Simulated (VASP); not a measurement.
# AlNi: single point with PBEsol

AlNi:

```
Ni Al
1.0
     1.93869   -1.95319    0.00000
     1.93869    1.95319    0.00000
     0.00000    0.00000    3.09943
Ni Al
1 1
Cartesian
  1.9387 0.0000 1.5497
  0.0000 0.0000 0.0000
```

```
Program             : VASP 6.6.1
Task                : single point
Functional          : PBEsol
Potentials or basis : VASP PAW PBE potentials, release 64 (Ni, Al)
Cutoff              : 520 eV
k mesh              : 8 × 8 × 7
Occupations         : fermi-dirac, width 0.05 eV
Spin                : collinear spin, ferromagnetic start
Starting moments    : [0.2, 0.0] μB
Fixed moment        : 0.2 μB
```

```json
{"Pressure": "0.8 GPa", "Net moment": "0.20 μB per cell", "Site moments": "Ni +0.16; Al +0.01 μB", "Valence electrons inside the program's atomic spheres": "Ni 9.50; Al 0.81"}
```

Stress tensor (GPa, compression positive):
```
 3.63  0.00  0.00
 0.00  2.18  0.00
 0.00  0.00 -3.29
```

Run time: 73 s on 1 thread of Intel Xeon 8259CL, with other jobs on the host, peak memory 0.18 GiB.

Caveat: the PAW data sets were made with another functional, which shifts forces and pressure a little; the total moment is fixed, so each spin has its own Fermi level.
